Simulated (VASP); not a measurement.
# C (I4_1/amd) in VASP: a series of runs

Runs on C. Level: PBE. Tasks: single point.

All numbers are computed with VASP 6.6.1; they aren't measurements. Logs are shortened: lines on timing, memory, paths and dates and some standing lists are left out, and cuts for length are marked.

### 1 The cell of the first run

The structure is tetragonal, space group I4_1/amd (No. 141). Conventional cell: a = 2.560 Å, b = 2.560 Å, c = 3.460 Å, α = 90.00°, β = 90.00°, γ = 90.00°. Within 2.1 Å of C (site symmetry -4m2) lie 4 C at 1.54 Å.

### 2 Single point, PBE (strain +0.015 along x and y, -0.030 along z)

INCAR reads:

```
SYSTEM = C
PREC = Accurate
ENCUT = 520
EDIFF = 1E-6
ISMEAR = 0
SIGMA = 0.05
LREAL = .FALSE.
LASPH = .TRUE.
NELM = 80
ALGO = Normal
ISIF = 2
LWAVE = .FALSE.
LCHARG = .TRUE.
GGA = PE
LELF = .TRUE.
LVHAR = .TRUE.
NBANDS = 11
```

KPOINTS reads:

```
regular mesh
0
G
  12 12 12
  0 0 0
```

POSCAR reads:

```
C
1.0
    0.0000000000      1.8101510000      1.7298980000
    1.8101510000      0.0000000000      1.7298980000
    1.8101510000      1.8101510000      0.0000000000
C
2
Direct
    0.5000000000      0.5000000000      0.5000000000
    0.7500000000      0.7500000000      0.7500000000
```

Potentials or basis: VASP PAW PBE potentials, release 64 (C).

On the command line:

```bash
$ cat potpaw_PBE.64/C/POTCAR > POTCAR
$ mpirun -np 1 vasp_std > vasp.out
```

OUTCAR:

```text
SYSTEM = C
   PREC = Accurate
   ENCUT = 520
   EDIFF = 1E-6
   ISMEAR = 0
   LREAL = .FALSE.
   LASPH = .TRUE.
   NELM = 80
   ISIF = 2
   GGA = PE

 ion  position               nearest neighbor table
   1  0.500  0.500  0.500-   2 1.54   2 1.54   2 1.54   2 1.54
   2  0.750  0.750  0.750-   1 1.54   1 1.54   1 1.54   1 1.54

  LATTYP: Found a body centered tetragonal cell.
 ALAT       =     2.5599400941
 C/A-ratio  =     1.3515144389

  Lattice vectors:

 A1 = (   0.0000000000,  -1.8101510000,  -1.7298980000)
 A2 = (   0.0000000000,   1.8101510000,  -1.7298980000)
 A3 = (   1.8101510000,   0.0000000000,   1.7298980000)

Analysis of symmetry for initial positions (statically):
=====================================================================
 Subroutine PRICEL returns:
 Original cell was already a primitive cell.

 Routine SETGRP: Setting up the symmetry group for a
 body centered tetragonal supercell.

 Subroutine GETGRP returns: Found 16 space group operations
 (whereof  8 operations were pure point group operations)
 out of a pool of 16 trial point group operations.

The static configuration has the point symmetry D_2d.
 The point group associated with its full space group is D_4h.

Analysis of symmetry for dynamics (positions and initial velocities):
=====================================================================
 Subroutine PRICEL returns:
 Original cell was already a primitive cell.

 Routine SETGRP: Setting up the symmetry group for a
 body centered tetragonal supercell.

 Subroutine GETGRP returns: Found 16 space group operations
 (whereof  8 operations were pure point group operations)
 out of a pool of 16 trial point group operations.

The dynamic configuration has the point symmetry D_2d.
 The point group associated with its full space group is D_4h.

 Subroutine INISYM returns: Found 16 space group operations
 (whereof  8 operations are pure point group operations),
 and found     1 'primitive' translations

----------------------------------------------------------------------------------------

                                     Primitive cell

  volume of cell :      11.3365

  direct lattice vectors                    reciprocal lattice vectors
     0.000000000  1.810151000  1.729898000    -0.276220050  0.276220050  0.289034382
     1.810151000  0.000000000  1.729898000     0.276220050 -0.276220050  0.289034382
     1.810151000  1.810151000  0.000000000     0.276220050  0.276220050 -0.289034382
[... 85 lines left out ...]
   LREAL  =      F    real-space projection
   EDIFFG = 0.1E-04   stopping-criterion for IOM
   NSW    =      0    number of steps for IOM
   IBRION =     -1    ionic relax: 0-MD 1-quasi-New 2-CG
   NFREE  =      0    steps in history (QN), initial steepest desc. (CG)
   ISIF   =      2    stress and relaxation
   ISYM   =      2    0-nonsym 1-usesym 2-fastsym
   POTIM  = 0.5000    time-step for ionic-motion
   TEBEG  =    0.0;   TEEND  =   0.0 temperature during run
   PSTRESS=    0.0 pullay stress
   NELECT =       8.0000    total number of electrons
   NUPDOWN=      -1.0000    fix difference up-down
   EMIN   =  10.00;   EMAX   =-10.00  energy-range for DOS
   EFERMI =   0.00;   METHOD = LEGACY
   ISMEAR =     0;   SIGMA  =   0.05  broadening in eV -4-tet -1-fermi 0-gaus
   EFERMI_NEDOS =   21; number of points for ismear=-14 and -15
   IALGO  =     38    algorithm
   IMIX   =      4    mixing-type and parameters
     AMIX     =   0.40;   BMIX     =  1.00
     AMIX_MAG =   1.60;   BMIX_MAG =  1.00
  volume/ion in A,a.u.               =       5.67        38.25
  Fermi-wavevector in a.u.,A,eV,Ry     =   1.457510  2.754294 28.903327  2.124335
  Thomas-Fermi vector in A             =   2.574303
   LORBIT       =      0    0 simple, 1 ext, 2 COOP (PROOUT), +10 PAW based schemes
   GGA     = PE    functional components
   LHFCALC =     F    Hartree Fock is set to
   AEXX    =    0.0000 exact exchange contribution
   IVDW    =     0    specifies the selected vdW correction
   LEPSILON=     F    determine dielectric tensor
   LRPA    =     F    only Hartree local field effects (RPA)
 non-spin polarized calculation
 Gauss-broadening in eV      SIGMA  =   0.05
  energy-cutoff  :      520.00
  volume of cell :       11.34
 maximum number of plane-waves:       319
   NGX =  9   NGY =  9   NGZ =  9

 number of electron       7.9999999 magnetization

 Free energy of the ion-electron system (eV)
  ---------------------------------------------------
  ext. energy  EPLUGINS =         0.00000000
  ---------------------------------------------------
  free energy    TOTEN  =       -18.14142000 eV

  energy without entropy =      -18.14142000  energy(sigma->0) =      -18.14142000

 E-fermi :  10.3642     XC(G=0): -13.2571

 val. band max:       10.1755804654   @ k =   0.0000   0.0000   0.0000
 cond. band min:      13.2028714064   @ k =   0.3333   0.3333   0.0000
 fundamental gap:      3.0272909410
 Fermi energy:        10.3641952894

 k-point     1 :       0.0000    0.0000    0.0000
  band No.  band energies     occupation
      1     -11.7435      2.00000
      2       9.5252      2.00000
      3       9.5252      2.00000
      4      10.1756      2.00000
      5      14.9792      0.00000
      6      15.5410      0.00000
      7      15.5410      0.00000
      8      23.0578      0.00000
      9      29.0649      0.00000
     10      35.1181      0.00000
     11      36.4940      0.00000
[... 309 lines left out ...]
 k-point    24 :      -0.4167    0.1667    0.0000
  band No.  band energies     occupation
      1      -5.6192      2.00000
      2      -2.6598      2.00000
      3       4.7370      2.00000
      4       5.7292      2.00000
      5      16.6504      0.00000
      6      19.9065      0.00000
      7      21.3702      0.00000
      8      24.9514      0.00000
      9      29.0560      0.00000
     10      33.9104      0.00000
     11      34.3436      0.00000

 [... further k-points ...]
[... 5 lines left out ...]
  --------------------------------------------------------------------------------------
  -------------------------------------------------------------------------------------
  Total       -0.7521270     -0.7521270      2.0930685      0.0000000     -0.0000000      0.0000000
  in kB     -106.2971540   -106.2971540    295.8107320      0.0000000     -0.0000000      0.0000000
  external PRESSURE =      27.7388080 kB  Pullay stress =       0.0000000 kB

 VOLUME and BASIS-vectors are now :
 -----------------------------------------------------------------------------
  energy-cutoff  :      520.00
  volume of cell :       11.34
      direct lattice vectors                 reciprocal lattice vectors
     0.000000000  1.810151000  1.729898000    -0.276220050  0.276220050  0.289034382
     1.810151000  0.000000000  1.729898000     0.276220050 -0.276220050  0.289034382
     1.810151000  1.810151000  0.000000000     0.276220050  0.276220050 -0.289034382

 POSITION                                       TOTAL-FORCE (eV/Angst)
 -----------------------------------------------------------------------------------
      1.81015      1.81015      1.72990        -0.000000     -0.000000      0.000000
      2.71523      2.71523      2.59485         0.000000      0.000000     -0.000000
 -----------------------------------------------------------------------------------
    total drift:                                0.000000     -0.000000      0.000000

  FREE ENERGIE OF THE ION-ELECTRON SYSTEM (eV)
  ---------------------------------------------------
  free  energy   TOTEN  =       -18.1414200041 eV

  energy  without entropy=      -18.1414200041  energy(sigma->0) =      -18.14142000
```

OSZICAR:

```text
N       E                     dE             d eps       ncg     rms          rms(c)
DAV:   1     0.709591747038E+00    0.70959E+00   -0.47076E+03  3776   0.692E+02
DAV:   2    -0.184362757487E+02   -0.19146E+02   -0.18621E+02  4830   0.127E+02
DAV:   3    -0.187778997104E+02   -0.34162E+00   -0.34089E+00  4153   0.128E+01
DAV:   4    -0.187784155753E+02   -0.51586E-03   -0.51586E-03  3850   0.630E-01
DAV:   5    -0.187784161860E+02   -0.61075E-06   -0.61075E-06  4096   0.202E-02    0.555E+00
DAV:   6    -0.183004274898E+02    0.47799E+00   -0.24931E-01  3676   0.352E+00    0.332E+00
DAV:   7    -0.181395526121E+02    0.16087E+00   -0.30536E-01  3820   0.394E+00    0.757E-01
DAV:   8    -0.181413598857E+02   -0.18073E-02   -0.86370E-03  3742   0.694E-01    0.436E-02
DAV:   9    -0.181413996644E+02   -0.39779E-04   -0.62050E-05  4314   0.634E-02    0.245E-02
DAV:  10    -0.181414199319E+02   -0.20267E-04   -0.15250E-05  3847   0.344E-02    0.532E-03
DAV:  11    -0.181414200041E+02   -0.72212E-07   -0.24169E-07  3025   0.451E-03
   1 F= -.18141420E+02 E0= -.18141420E+02  d E =-.107831E-10
```

Run time: 12 s. Hardware: 1 thread of AMD EPYC 9R45 (Zen 5), shared host; peak memory 0.1 GiB.

Results:

- Free energy: -18.1414 eV
- Pressure: 2.8 GPa
- Band gap on the k mesh: 3.03 eV, indirect (least direct gap 4.80 eV)

Stress tensor (GPa, compression positive):
```
-10.63   0.00   0.00
  0.00 -10.63   0.00
  0.00   0.00  29.58
```

Levels at points of the mesh, in eV from the valence-band top:
```tsv
k point	band 1	band 2	band 3	band 4	band 5	band 6	band 7	band 8	band 9
(0.00, 0.00, 0.00)	-21.92	-0.65	-0.65	0.00	4.80	5.37	5.37	12.88	18.89
(0.50, 0.00, 0.00)	-16.13	-13.81	-3.62	-2.84	7.49	7.83	9.14	15.29	21.42
(0.50, 0.50, 0.00)	-12.72	-12.72	-7.17	-7.17	3.63	3.63	16.52	16.52	23.22
(0.50, 0.00, 0.50)	-13.43	-13.43	-6.49	-6.49	4.70	4.70	16.20	16.20	22.50
```

Caveat: the cell differs from its parent crystal (strain +0.015 along x and y, -0.030 along z). A k mesh can miss the band edges.

### 3 Single point, PBE (strain +0.015 along x and y, -0.015 along z)

INCAR reads:

```
PREC = Accurate
ENCUT = 520
EDIFF = 1E-6
ISMEAR = 0
SIGMA = 0.05
LREAL = False
LASPH = True
NELM = 60
ALGO = Normal
ISIF = 2
LWAVE = False
LCHARG = True
GGA = PE
LELF = True
LVHAR = True
NBANDS = 11
```

KPOINTS reads:

```
regular mesh
0
Gamma
  12 12 12
```

POSCAR reads:

```
C
1.0
    0.0000000000      1.8101510000      1.7566490000
    1.8101510000      0.0000000000      1.7566490000
    1.8101510000      1.8101510000      0.0000000000
C
2
Direct
    0.5000000000      0.5000000000      0.5000000000
    0.7500000000      0.7500000000      0.7500000000
```

Potentials or basis: VASP PAW PBE potentials, release 64 (C).

On the command line:

```bash
$ cat potpaw_PBE.64/C/POTCAR > POTCAR
$ mpirun -np 1 vasp_std > vasp.out
```

It took 12 s on 1 thread of AMD EPYC 9R45 (Zen 5), shared host; peak memory 0.09 GiB.

The run converged. Its results:

```
Free energy            : -18.1654 eV
Pressure               : -3.9 GPa
Band gap on the k mesh : 3.38 eV, indirect (least direct gap 5.02 eV)
```

Stress tensor (GPa, compression positive):
```
-12.75   0.00   0.00
  0.00 -12.75   0.00
  0.00   0.00  13.87
```

Levels at points of the mesh, in eV from the valence-band top:
| k point | band 1 | band 2 | band 3 | band 4 | band 5 | band 6 | band 7 | band 8 | band 9 |
| --- | --- | --- | --- | --- | --- | --- | --- | --- | --- |
| (0.00, 0.00, 0.00) | -21.57 | -0.43 | -0.43 | 0.00 | 5.02 | 5.39 | 5.39 | 12.69 | 18.83 |
| (0.50, 0.00, 0.00) | -15.87 | -13.50 | -3.31 | -2.79 | 7.75 | 7.98 | 8.83 | 15.28 | 21.37 |
| (0.50, 0.50, 0.00) | -12.64 | -12.64 | -6.78 | -6.78 | 3.98 | 3.98 | 16.39 | 16.39 | 22.95 |
| (0.50, 0.00, 0.50) | -13.10 | -13.10 | -6.34 | -6.34 | 4.68 | 4.68 | 16.20 | 16.20 | 22.49 |

Caveat: the cell differs from its parent crystal (strain +0.015 along x and y, -0.015 along z). A k mesh can miss the band edges.

### 4 Single point, PBE (strain +0.000 along x and y, +0.030 along z)

INCAR reads:

```
SYSTEM = C
ALGO     = Normal         ! electronic algorithm
EDIFF    = 1E-7           ! SCF threshold, eV
ENCUT    = 520            ! plane-wave cutoff, eV
GGA      = PE             ! functional
ISIF     = 2              ! what is computed and relaxed
ISMEAR   = 0              ! smearing method
LASPH    = .True.         ! aspherical terms in the spheres
LCHARG   = .False.        ! write CHGCAR
LREAL    = .False.        ! projectors in reciprocal space
LWAVE    = .False.        ! write WAVECAR
NBANDS   = 11             ! bands
NELM     = 100            ! most SCF steps
PREC     = Accurate       ! precision mode
SIGMA    = 0.05           ! smearing width, eV
```

KPOINTS reads:

```
k-points
0
Gamma
  12 12 12
  0 0 0
```

POSCAR reads:

```
C
1.0
    0.0000000000      1.7834000000      1.8369020000
    1.7834000000      0.0000000000      1.8369020000
    1.7834000000      1.7834000000      0.0000000000
C
2
Direct
    0.5000000000      0.5000000000      0.5000000000
    0.7500000000      0.7500000000      0.7500000000
```

On the command line:

```bash
$ cat potpaw_PBE.64/C/POTCAR > POTCAR
$ mpirun -np 1 vasp_std > vasp.out
```

Run time: 12 s. Hardware: 1 thread of AMD EPYC 9R45 (Zen 5), shared host; peak memory 0.09 GiB.

The run converged. Its results:

* Free energy: -18.1579 eV
* Pressure: -9.9 GPa
* Band gap on the k mesh: 3.72 eV, indirect (least direct gap 5.25 eV)

Stress tensor (GPa, compression positive):
```
 -0.81   0.00   0.00
  0.00  -0.81   0.00
  0.00   0.00 -28.23
```

Levels at points of the mesh, in eV from the valence-band top:
| k point | band 2 | band 3 | band 4 | band 5 | band 6 | band 7 |
| --- | --- | --- | --- | --- | --- | --- |
| (0.00, 0.00, 0.00) | -0.45 | 0.00 | 0.00 | 5.25 | 5.25 | 5.61 |
| (0.50, 0.00, 0.00) | -13.20 | -3.14 | -2.61 | 7.64 | 8.30 | 8.73 |
| (0.50, 0.50, 0.00) | -13.00 | -5.98 | -5.98 | 5.00 | 5.00 | 16.10 |
| (0.50, 0.00, 0.50) | -12.56 | -6.41 | -6.41 | 4.33 | 4.33 | 16.22 |

Caveat: the cell differs from its parent crystal (strain +0.000 along x and y, +0.030 along z). A k mesh can miss the band edges.

### 5 Single point, PBE (strain +0.030 along x and y, +0.000 along z)

INCAR reads:

```
SYSTEM = C
PREC = Accurate
ENCUT = 520
EDIFF = 1E-6
ISMEAR = 0
SIGMA = 0.05
LREAL = .False.
LASPH = .True.
NELM = 60
ALGO = Normal
ISIF = 2
LWAVE = .False.
LCHARG = .False.
GGA = PE
NBANDS = 11
```

KPOINTS reads:

```
regular mesh
0
Gamma
  12 12 12
  0 0 0
```

POSCAR reads:

```
C
1.0
    0.0000000000      1.8369020000      1.7834000000
    1.8369020000      0.0000000000      1.7834000000
    1.8369020000      1.8369020000      0.0000000000
C
2
Direct
    0.5000000000      0.5000000000      0.5000000000
    0.7500000000      0.7500000000      0.7500000000
```

On the command line:

```bash
$ cat potpaw_PBE.64/C/POTCAR > POTCAR
$ mpirun -np 1 vasp_std > vasp.out
```

Wall time 11 s (1 thread of AMD EPYC 9R45 (Zen 5), shared host); peak memory 0.1 GiB.

The run converged. Its results:

```yaml
Free_energy: -18.1250 eV
Pressure: -21.0 GPa
Band_gap_on_the_k_mesh: 3.31 eV, indirect (least direct gap 4.92 eV)
```

Stress tensor (GPa, compression positive):
```
-29.37   0.00   0.00
  0.00 -29.37   0.00
  0.00   0.00  -4.38
```

Levels at points of the mesh, in eV from the valence-band top:
```tsv
k point	band 2	band 3	band 4	band 5	band 6	band 7
(0.00, 0.00, 0.00)	-0.41	-0.41	0.00	4.92	5.28	5.28
(0.50, 0.00, 0.00)	-13.01	-3.17	-2.68	7.39	7.82	8.43
(0.50, 0.50, 0.00)	-12.34	-6.49	-6.49	3.92	3.92	15.74
(0.50, 0.00, 0.50)	-12.77	-6.08	-6.08	4.58	4.58	15.56
```

Caveat: the cell differs from its parent crystal (strain +0.030 along x and y, +0.000 along z).

### 6 Overview

```csv
cell,gap on the mesh (eV),pressure (GPa)
"a = 2.504, b = 2.504, c = 2.560 Å, angles 59.3, 59.3, 61.5°, 2 atoms",3.03,2.8
"a = 2.522, b = 2.522, c = 2.560 Å, angles 59.5, 59.5, 61.0°, 2 atoms",3.38,-3.9
"a = 2.560, b = 2.560, c = 2.522 Å, angles 60.5, 60.5, 59.0°, 2 atoms",3.72,-9.9
"a = 2.560, b = 2.560, c = 2.598 Å, angles 59.5, 59.5, 61.0°, 2 atoms",3.31,-21.0
```

Alike in all rows: task single point; level PBE; potentials or basis VASP PAW PBE potentials, release 64 (C); no spin polarisation; k mesh 12 × 12 × 12; cutoff (eV) 520; smearing gaussian 0.05 eV.

Total energies depend on the potentials used, so only differences within one code and one set of settings carry meaning.
